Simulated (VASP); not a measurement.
Input of a VASP 6.6.1 run:

The input INCAR:

```
ALGO     = Fast           # electronic algorithm
EDIFF    = 1E-7           # SCF threshold, eV
ENCUT    = 520            # plane-wave cutoff, eV
GGA      = PE             # functional
ISIF     = 2              # what is computed and relaxed
ISMEAR   = 0              # smearing method
IVDW     = 12             # dispersion correction
LASPH    = True           # aspherical terms in the spheres
LCHARG   = True           # write CHGCAR
LELF     = True           # ELF
LREAL    = False          # projectors in reciprocal space
LVHAR    = True         
LWAVE    = False          # write WAVECAR
NBANDS   = 60             # bands
NELECT   = 96.0         
NELM     = 60             # most SCF steps
PREC     = Accurate       # precision mode
SIGMA    = 0.05           # smearing width, eV
```

The input KPOINTS:

```
k-points
0
Gamma
  6 6 4
```

File POSCAR:

```
Te7Mo4
1.0
    3.4951625504     -6.0537991181      0.0000000000
   -6.9903251009      0.0000000000      0.0000000000
    0.0000000000      0.0000000000     -7.6242845190
Te Mo
7 4
Direct
    0.7692855584      0.3718711169      0.2385784197
    0.1666666667      0.8333333333      0.2385784197
    0.6666666667      0.8333333333      0.2385784197
    0.1666666667      0.3333333333      0.7614215803
    0.6666666667      0.3333333333      0.7614215803
    0.1666666667      0.8333333333      0.7614215803
    0.6666666667      0.8333333333      0.7614215803
    0.0000000000      0.5000000000      0.0000000000
    0.5000000000      0.5000000000      0.0000000000
    0.0000000000      0.0000000000      0.0000000000
    0.5000000000      0.0000000000      0.0000000000
```

Potentials or basis: VASP PAW PBE potentials, release 64 (Te, Mo_sv).

The run is started by

```bash
$ cat potpaw_PBE.64/Te/POTCAR potpaw_PBE.64/Mo_sv/POTCAR > POTCAR
$ mpirun -np 1 vasp_std > vasp.out
```

(1) Predict the largest force.

(2) What does it give for the dispersion energy per atom?

## Answers

(1) 6.991 eV/Å.

(2) -0.452 eV.

Caveat: the cell carries a net charge on a neutralising background, which shifts energy and pressure; the cell differs from its parent crystal (atoms taken out, atom 1 moved -0.167 of the way to it and -0.233 Å across, host rigid).
